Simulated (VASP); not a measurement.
Input of a VASP 6.6.1 run:

The input INCAR:

```
ALGO     = Fast           # electronic algorithm
EDIFF    = 1E-6           # SCF threshold, eV
ENCUT    = 520            # plane-wave cutoff, eV
GGA      = PS             # functional
ISIF     = 2              # what is computed and relaxed
ISMEAR   = 0              # smearing method
LASPH    = True           # aspherical terms in the spheres
LCHARG   = False          # write CHGCAR
LREAL    = False          # projectors in reciprocal space
LWAVE    = False          # write WAVECAR
NBANDS   = 26             # bands
NELM     = 100            # most SCF steps
PREC     = Accurate       # precision mode
SIGMA    = 0.15           # smearing width, eV
```

The input KPOINTS:

```
k-points
0
Gamma
  10 10 10
```

POSCAR

```
Al2Cu
1.0
   -3.1163500000      3.1163500000      2.3414000000
    3.1163500000     -3.1163500000      2.3414000000
    3.1163500000      3.1163500000     -2.3414000000
Al Cu
4 2
Direct
    0.1593210787      0.6593210787      0.8186421574
    0.6593210787      0.8406789213      0.5000000000
    0.8406789213      0.3406789213      0.1813578426
    0.3406789213      0.1593210787      0.5000000000
    0.7500000000      0.7500000000      0.0000000000
    0.2500000000      0.2500000000      0.0000000000
```

Potentials or basis: VASP PAW PBE potentials, release 64 (Al, Cu).

Run with:

```console
$ cat potpaw_PBE.64/Al/POTCAR potpaw_PBE.64/Cu/POTCAR > POTCAR
$ mpirun -np 1 vasp_std > vasp.out
```

(1) Predict the band gap on the k mesh.

(2) Estimate the pressure.

Answers

(1) zero (bands 17 and 18 overlap by 4.72 eV).

(2) -4.0 GPa.

Caveat: the cell stands under tension; the PAW data sets were made with another functional, which shifts forces and pressure a little.
